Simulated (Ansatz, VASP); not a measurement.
**Two plane-wave programs on CdTe**

```
Cd Te
1.0
     0.00000    3.30963    3.30963
     3.30963    0.00000    3.30963
     3.30963    3.30963    0.00000
Cd Te
1 1
Direct
  0.00000 0.00000 0.00000
  0.75000 0.75000 0.75000
```

Alike in both runs: task relaxation of cell and atoms; functional PBE; k mesh 10 × 10 × 10; occupations gaussian, width 0.02 eV; no spin polarisation.

```csv
,VASP,Ansatz
version,VASP 6.6.1,Ansatz 0.2.0
potentials or method,"VASP PAW PBE potentials, release 64 (Cd, Te), cutoff 500 eV","scalar-relativistic, plane waves, PAW"
valence electrons in the cell,18,36
```

```tsv
	VASP	Ansatz	Ansatz less VASP
gap on the k mesh at the Fermi level, each at its own relaxed structure (eV)	0.57	0.58	+0.011
relaxed volume (Å³/atom)	36.35	36.25	-0.102
relaxed length of the cell vector where the two differ most in proportion (Å)	4.685	4.681	-0.0044
```

VASP's potentials hold 18 valence electrons a cell and Ansatz's 36, so a difference there can come from the potentials and not from the codes.

Spin-orbit coupling is off throughout.
